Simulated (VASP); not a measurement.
# TaO5 (P6/mmm) in VASP: a series of runs

TaO5 is run at these levels: PBE; tasks: single point.

All numbers are computed with VASP 6.6.1; they aren't measurements. Logs are shortened: lines on timing, memory, paths and dates and some standing lists are left out, and cuts for length are marked.

**1. The cell of the first run**

It takes space group P6/mmm (No. 191, hexagonal). The conventional cell has a = 4.416 Å, b = 4.416 Å, c = 3.620 Å, α = 90.00°, β = 90.00°, γ = 120.00°. Ta (site symmetry 6/mmm) has 18 O at 2.55 to 2.86 Å within 3.4 Å. O (site symmetry mmm) has 8 O at 2.21 Å and 4 Ta at 2.86 Å within 2.9 Å. Within 2.9 Å of O (site symmetry -6m2) lie 9 O at 2.21 to 2.55 Å and 3 Ta at 2.55 Å.

**2. Single point, PBE**

Input file INCAR:

```
  ALGO = Normal
  EDIFF = 1E-6
  ENCUT = 520
  GGA = PE
  ISIF = 2
  ISMEAR = 0
  LASPH = True
  LCHARG = True
  LELF = True
  LREAL = False
  LVHAR = True
  LWAVE = False
  NBANDS = 30
  NELM = 100
  PREC = Accurate
  SIGMA = 0.1
```

Input file KPOINTS:

```
k-points
0
Gamma
  6 6 6
```

Input file POSCAR:

```
TaO5
1.0
    4.4155181900      0.0000000000      0.0000000000
   -2.2077590900      3.8239509200      0.0000000000
    0.0000000000      0.0000000000      3.6204277900
Ta O
1 5
Direct
    0.0000000000      0.0000000000      0.0000000000
    0.5000000000      0.0000000000      0.5000000000
    0.5000000000      0.5000000000      0.5000000000
    0.0000000000      0.5000000000      0.5000000000
    0.3333333300      0.6666666700      0.0000000000
    0.6666666700      0.3333333300      0.0000000000
```

Potentials or basis: VASP PAW PBE potentials, release 64 (Ta_pv, O).

Launch:

```
$ cat potpaw_PBE.64/Ta_pv/POTCAR potpaw_PBE.64/O/POTCAR > POTCAR
$ mpirun -np 1 vasp_std > vasp.out
```

OUTCAR:

```text
EDIFF = 1E-6
   ENCUT = 520
   GGA = PE
   ISIF = 2
   ISMEAR = 0
   LASPH = True
   LREAL = False
   NELM = 100
   PREC = Accurate

 ion  position               nearest neighbor table
   1  0.000  0.000  0.000-   5 2.55   6 2.55   5 2.55   6 2.55   6 2.55   5 2.55
   2  0.500  0.000  0.500-
   3  0.500  0.500  0.500-
   4  0.000  0.500  0.500-
   5  0.333  0.667  0.000-   1 2.55   1 2.55   1 2.55
   6  0.667  0.333  0.000-   1 2.55   1 2.55   1 2.55

  LATTYP: Found a hexagonal cell.
 ALAT       =     4.4155181900
 C/A-ratio  =     0.8199327087

  Lattice vectors:

 A1 = (   4.4155181900,   0.0000000000,   0.0000000000)
 A2 = (  -2.2077590900,   3.8239509200,   0.0000000000)
 A3 = (   0.0000000000,   0.0000000000,   3.6204277900)

Analysis of symmetry for initial positions (statically):
=====================================================================
 Subroutine PRICEL returns:
 Original cell was already a primitive cell.

 Routine SETGRP: Setting up the symmetry group for a
 hexagonal supercell.

 Subroutine GETGRP returns: Found 24 space group operations
 (whereof 24 operations were pure point group operations)
 out of a pool of 24 trial point group operations.

The static configuration has the point symmetry D_6h.

Analysis of symmetry for dynamics (positions and initial velocities):
=====================================================================
 Subroutine PRICEL returns:
 Original cell was already a primitive cell.

 Routine SETGRP: Setting up the symmetry group for a
 hexagonal supercell.

 Subroutine GETGRP returns: Found 24 space group operations
 (whereof 24 operations were pure point group operations)
 out of a pool of 24 trial point group operations.

The dynamic configuration has the point symmetry D_6h.

 Subroutine INISYM returns: Found 24 space group operations
 (whereof 24 operations are pure point group operations),
 and found     1 'primitive' translations

----------------------------------------------------------------------------------------

                                     Primitive cell

  volume of cell :      61.1299

  direct lattice vectors                    reciprocal lattice vectors
     4.415518190  0.000000000  0.000000000     0.226473985  0.130754816  0.000000000
    -2.207759090  3.823950920  0.000000000     0.000000000  0.261509633  0.000000000
     0.000000000  0.000000000  3.620427790     0.000000000  0.000000000  0.276210453

  length of vectors
     4.415518190  4.415518185  3.620427790     0.261509632  0.261509633  0.276210453

  position of ions in fractional coordinates (direct lattice)
     0.000000000  0.000000000  0.000000000
     0.500000000  0.000000000  0.500000000
     0.500000000  0.500000000  0.500000000
     0.000000000  0.500000000  0.500000000
     0.333333330  0.666666670  0.000000000
     0.666666670  0.333333330  0.000000000

  ion indices of the primitive-cell ions
   primitive index   ion index
                 1           1
                 2           2
                 3           3
                 4           4
                 5           5
                 6           6

----------------------------------------------------------------------------------------

 KPOINTS: k-points

Automatic generation of k-mesh.
 Grid dimensions read from file:
 generate k-points for:    6    6    6

 Generating k-lattice:

  Cartesian coordinates                     Fractional coordinates (reciprocal lattice)
     0.037745664  0.021792469  0.000000000     0.166666667  0.000000000  0.000000000
     0.000000000  0.043584939  0.000000000     0.000000000  0.166666667  0.000000000
     0.000000000  0.000000000  0.046035076     0.000000000  0.000000000  0.166666667

  Length of vectors
     0.043584939  0.043584939  0.046035076

  Shift w.r.t. Gamma in fractional coordinates (k-lattice)
     0.000000000  0.000000000  0.000000000

 Subroutine IBZKPT returns following result:
 ===========================================

 Found     28 irreducible k-points:

 Following reciprocal coordinates:
            Coordinates               Weight
  0.000000  0.000000  0.000000      1.000000
  0.166667  0.000000  0.000000      6.000000
  0.333333  0.000000  0.000000      6.000000
  0.500000  0.000000  0.000000      3.000000
  0.166667  0.166667  0.000000      6.000000
  0.333333  0.166667  0.000000     12.000000
[... 16 lines left out ...]
  0.166667  0.000000  0.500000      6.000000
  0.333333  0.000000  0.500000      6.000000
 [... further k-points ...]
   k-points           NKPTS =     28   k-points in BZ     NKDIM =     28   number of bands    NBANDS=     30
   number of dos      NEDOS =    301   number of ions     NIONS =      6
   total plane-waves  NPLWV =  36288
   dimension x,y,z NGX =    36 NGY =   36 NGZ =   28
   dimension x,y,z NGXF=    72 NGYF=   72 NGZF=   56
   ions per type =               1   5
   NGX,Y,Z   is equivalent  to a cutoff of  13.55, 13.55, 12.86 a.u.
   NGXF,Y,Z  is equivalent  to a cutoff of  27.11, 27.11, 25.71 a.u.
 SYSTEM =  unknown system
   PREC   = accura    normal or accurate (medium, high low for compatibility)
   ISTART =      0    job   : 0-new  1-cont  2-samecut
   ICHARG =      2    charge: 1-file 2-atom 10-const
   ISPIN  =      1    spin polarized calculation?
   LNONCOLLINEAR =      F non collinear calculations
   LSORBIT =      F    spin-orbit coupling
   LASPH  =      T    aspherical Exc in radial PAW
   ENCUT  =  520.0 eV  38.22 Ry    6.18 a.u.   8.21  8.21  6.73*2*pi/ulx,y,z
   NELM   =    100;   NELMIN=  2; NELMDL= -5     # of ELM steps
   EDIFF  = 0.1E-05   stopping-criterion for ELM
   LREAL  =      F    real-space projection
   EDIFFG = 0.1E-04   stopping-criterion for IOM
   NSW    =      0    number of steps for IOM
   IBRION =     -1    ionic relax: 0-MD 1-quasi-New 2-CG
   NFREE  =      0    steps in history (QN), initial steepest desc. (CG)
   ISIF   =      2    stress and relaxation
   ISYM   =      2    0-nonsym 1-usesym 2-fastsym
   POTIM  = 0.5000    time-step for ionic-motion
   TEBEG  =    0.0;   TEEND  =   0.0 temperature during run
   PSTRESS=    0.0 pullay stress
   NELECT =      41.0000    total number of electrons
   NUPDOWN=      -1.0000    fix difference up-down
   EMIN   =  10.00;   EMAX   =-10.00  energy-range for DOS
   EFERMI =   0.00;   METHOD = LEGACY
   ISMEAR =     0;   SIGMA  =   0.10  broadening in eV -4-tet -1-fermi 0-gaus
   EFERMI_NEDOS =   21; number of points for ismear=-14 and -15
   IALGO  =     38    algorithm
   IMIX   =      4    mixing-type and parameters
     AMIX     =   0.40;   BMIX     =  1.00
     AMIX_MAG =   1.60;   BMIX_MAG =  1.00
  volume/ion in A,a.u.               =      10.19        68.75
  Fermi-wavevector in a.u.,A,eV,Ry     =   1.433017  2.708010 27.940096  2.053539
  Thomas-Fermi vector in A             =   2.552582
   LORBIT       =      0    0 simple, 1 ext, 2 COOP (PROOUT), +10 PAW based schemes
   GGA     = PE    functional components
   LHFCALC =     F    Hartree Fock is set to
   AEXX    =    0.0000 exact exchange contribution
   IVDW    =     0    specifies the selected vdW correction
   LEPSILON=     F    determine dielectric tensor
   LRPA    =     F    only Hartree local field effects (RPA)
 non-spin polarized calculation
 Gauss-broadening in eV      SIGMA  =   0.10
  energy-cutoff  :      520.00
  volume of cell :       61.13
 maximum number of plane-waves:      1675
 NGX is ok and might be reduce to    36
   NGX = 17   NGY = 17   NGZ = 13

 number of electron      41.0000004 magnetization

 Free energy of the ion-electron system (eV)
  ---------------------------------------------------
  ext. energy  EPLUGINS =         0.00000000
  ---------------------------------------------------
  free energy    TOTEN  =       -29.91717103 eV

  energy without entropy =      -29.87929181  energy(sigma->0) =      -29.89823142

 E-fermi :   3.9869     XC(G=0): -11.8485

 val. band max:        3.9822362795   @ k =   0.0000   0.0000   0.1667
 cond. band min:       3.9882524836   @ k =   0.1667   0.1667   0.5000
 fundamental gap:      0.0060162041
 Fermi energy:         3.9869452616

 k-point     1 :       0.0000    0.0000    0.0000
  band No.  band energies     occupation
      1     -33.2875      2.00000
      2     -33.2831      2.00000
      3     -33.2831      2.00000
      4     -16.7874      2.00000
      5     -13.1323      2.00000
      6     -12.6355      2.00000
[... 22 lines left out ...]
     29       6.6066      0.00000
     30      14.5210      0.00000

 k-point     2 :       0.1667    0.0000    0.0000
  band No.  band energies     occupation
      1     -33.2873      2.00000
      2     -33.2864      2.00000
      3     -33.2838      2.00000
      4     -16.6331      2.00000
      5     -13.7042      2.00000
      6     -12.6454      2.00000
[... 22 lines left out ...]
     29       7.0716      0.00000
     30      14.5209      0.00000

 k-point     3 :       0.3333    0.0000    0.0000
  band No.  band energies     occupation
      1     -33.2931      2.00000
      2     -33.2869      2.00000
      3     -33.2852      2.00000
      4     -16.2184      2.00000
      5     -14.5033      2.00000
      6     -12.6658      2.00000
[... 22 lines left out ...]
     29       8.4270      0.00000
     30      14.5040      0.00000

 k-point     4 :       0.5000    0.0000    0.0000
  band No.  band energies     occupation
      1     -33.2964      2.00000
      2     -33.2866      2.00000
      3     -33.2858      2.00000
      4     -15.8450      2.00000
      5     -15.0072      2.00000
      6     -12.6758      2.00000
[... 22 lines left out ...]
     29       9.1326      0.00000
     30      13.8213      0.00000

 k-point     5 :       0.1667    0.1667    0.0000
  band No.  band energies     occupation
      1     -33.2907      2.00000
      2     -33.2870      2.00000
      3     -33.2855      2.00000
      4     -16.3460      2.00000
      5     -14.2894      2.00000
      6     -12.6791      2.00000
[... 22 lines left out ...]
     29       8.1081      0.00000
     30      14.5276      0.00000
[... 526 lines left out ...]
     29       8.8524      0.00000
     30      12.3241      0.00000

 k-point    22 :       0.0000    0.0000    0.5000
  band No.  band energies     occupation
      1     -33.3442      2.00000
      2     -33.2780      2.00000
      3     -33.2780      2.00000
      4     -15.4225      2.00000
      5     -14.6178      2.00000
      6     -12.9529      2.00000
[... 22 lines left out ...]
     29       8.4338      0.00000
     30       8.7835      0.00000

 k-point    23 :       0.1667    0.0000    0.5000
  band No.  band energies     occupation
      1     -33.3438      2.00000
      2     -33.2811      2.00000
      3     -33.2787      2.00000
      4     -15.2988      2.00000
      5     -14.5028      2.00000
      6     -13.0770      2.00000
[... 22 lines left out ...]
     29       8.9261      0.00000
     30       9.0973      0.00000

 k-point    24 :       0.3333    0.0000    0.5000
  band No.  band energies     occupation
      1     -33.3429      2.00000
      2     -33.2872      2.00000
      3     -33.2799      2.00000
      4     -14.9606      2.00000
      5     -14.2155      2.00000
      6     -13.3684      2.00000
[... 22 lines left out ...]
     29       9.1110      0.00000
     30      10.1758      0.00000

 [... further k-points ...]
[... 5 lines left out ...]
  --------------------------------------------------------------------------------------
  -------------------------------------------------------------------------------------
  Total      -14.9115555    -14.9115555      4.6625530     -0.0000000     -0.0000000      0.0000000
  in kB     -390.8225857   -390.8225850    122.2026109     -0.0000005     -0.0000000      0.0000000
  external PRESSURE =    -219.8141866 kB  Pullay stress =       0.0000000 kB

 VOLUME and BASIS-vectors are now :
 -----------------------------------------------------------------------------
  energy-cutoff  :      520.00
  volume of cell :       61.13
      direct lattice vectors                 reciprocal lattice vectors
     4.415518190  0.000000000  0.000000000     0.226473985  0.130754816  0.000000000
    -2.207759090  3.823950920  0.000000000     0.000000000  0.261509633  0.000000000
     0.000000000  0.000000000  3.620427790     0.000000000  0.000000000  0.276210453

 POSITION                                       TOTAL-FORCE (eV/Angst)
 -----------------------------------------------------------------------------------
      0.00000      0.00000      0.00000         0.000000      0.000000      0.000000
      2.20776      0.00000      1.81021         0.000000      0.000000      0.000000
      1.10388      1.91198      1.81021         0.000000      0.000000      0.000000
     -1.10388      1.91198      1.81021         0.000000      0.000000      0.000000
     -0.00000      2.54930      0.00000        -0.000000      0.000000      0.000000
      2.20776      1.27465      0.00000         0.000000     -0.000000      0.000000
 -----------------------------------------------------------------------------------
    total drift:                               -0.000000      0.000000      0.000000

  FREE ENERGIE OF THE ION-ELECTRON SYSTEM (eV)
  ---------------------------------------------------
  free  energy   TOTEN  =       -29.9171710265 eV

  energy  without entropy=      -29.8792918113  energy(sigma->0) =      -29.89823142
```

Run time: 29 s. Hardware: 1 thread of Intel Xeon Platinum 8488C (Sapphire Rapids), shared host; peak memory 0.2 GiB.

What came out:

```yaml
Free_energy: -29.9172 eV
Pressure: -22.0 GPa
```

Stress tensor (GPa, compression positive):
```
-39.08   0.00   0.00
  0.00 -39.08   0.00
  0.00   0.00  12.22
```

Levels at points of the mesh, in eV from the Fermi level:
| k point | band 18 | band 19 | band 20 | band 21 | band 22 | band 23 |
| --- | --- | --- | --- | --- | --- | --- |
| (0.00, 0.00, 0.00) | -1.81 | -1.36 | -1.36 | -0.01 | 0.22 | 0.22 |
| (0.50, 0.00, 0.00) | -2.36 | -0.99 | -0.84 | -0.03 | 0.13 | 0.44 |
| (0.00, 0.00, 0.50) | 0.02 | 0.12 | 0.12 | 0.12 | 0.49 | 0.49 |
| (0.50, 0.00, 0.50) | -1.24 | -0.74 | -0.61 | -0.01 | 0.25 | 0.50 |

Caveat: spin-orbit coupling is left out, which moves the levels of the heavy elements; an odd number of electrons without spin polarisation forces a metal; a magnetic or distorted state may lie lower.

**3. Single point, PBE**

This run uses another cell than the first one, of 10.31 Å³/atom, 1.012 times its volume.

Input file INCAR:

```
SYSTEM = TaO5
PREC = Accurate ; ENCUT = 520
EDIFF = 1E-6 ; ISMEAR = 0
SIGMA = 0.1 ; LREAL = .False.
LASPH = .True. ; NELM = 60
ALGO = Normal ; ISIF = 2
LWAVE = .False. ; LCHARG = .True.
GGA = PE ; LELF = .True.
LVHAR = .True. ; NBANDS = 30
```

Input file KPOINTS:

```
Automatic mesh
0
Gamma
  6 6 6
  0 0 0
```

Input file POSCAR:

```
TaO5
1.0
    3.6537485136     -0.0000000024      0.0000000000
   -1.8268742547      3.1642390330      0.0000000000
    0.0000000000      0.0000000000      5.3485808093
Ta O
1 5
Direct
    0.0000000000      0.0000000000      0.0000000000
    0.5000000000      0.0000000000      0.5000000000
    0.5000000000      0.5000000000      0.5000000000
    0.0000000000      0.5000000000      0.5000000000
    0.3333333333      0.6666666667      0.0000000000
    0.6666666667      0.3333333333      0.0000000000
```

Potentials or basis: VASP PAW PBE potentials, release 64 (Ta_pv, O).

Launch:

```
$ cat potpaw_PBE.64/Ta_pv/POTCAR potpaw_PBE.64/O/POTCAR > POTCAR
$ mpirun -np 1 vasp_std > vasp.out
```

Run time: 35 s. Hardware: 1 thread of Intel Xeon Platinum 8488C (Sapphire Rapids), shared host; peak memory 0.2 GiB.

The run converged. Its results:

```yaml
Free_energy: -36.9083 eV
Pressure: 0.4 GPa
```

Stress tensor (GPa, compression positive):
```
0.58 0.00 0.00
0.00 0.58 0.00
0.00 0.00 0.01
```

Levels at points of the mesh, in eV from the Fermi level:
| k point | band 17 | band 18 | band 19 | band 20 | band 21 | band 22 | band 23 | band 24 |
| --- | --- | --- | --- | --- | --- | --- | --- | --- |
| (0.00, 0.00, 0.00) | -0.89 | -0.89 | -0.76 | -0.76 | -0.38 | 0.73 | 0.73 | 2.42 |
| (0.50, 0.00, 0.00) | -2.08 | -1.70 | -1.62 | -1.43 | -1.40 | -1.37 | 0.64 | 0.89 |
| (0.00, 0.00, 0.50) | -0.80 | -0.80 | -0.78 | -0.78 | 0.81 | 0.87 | 0.87 | 2.42 |
| (0.50, 0.00, 0.50) | -2.15 | -2.12 | -1.66 | -1.64 | -1.44 | -0.93 | 0.54 | 0.73 |

Caveat: spin-orbit coupling is left out, which moves the levels of the heavy elements; an odd number of electrons without spin polarisation forces a metal; a magnetic or distorted state may lie lower.
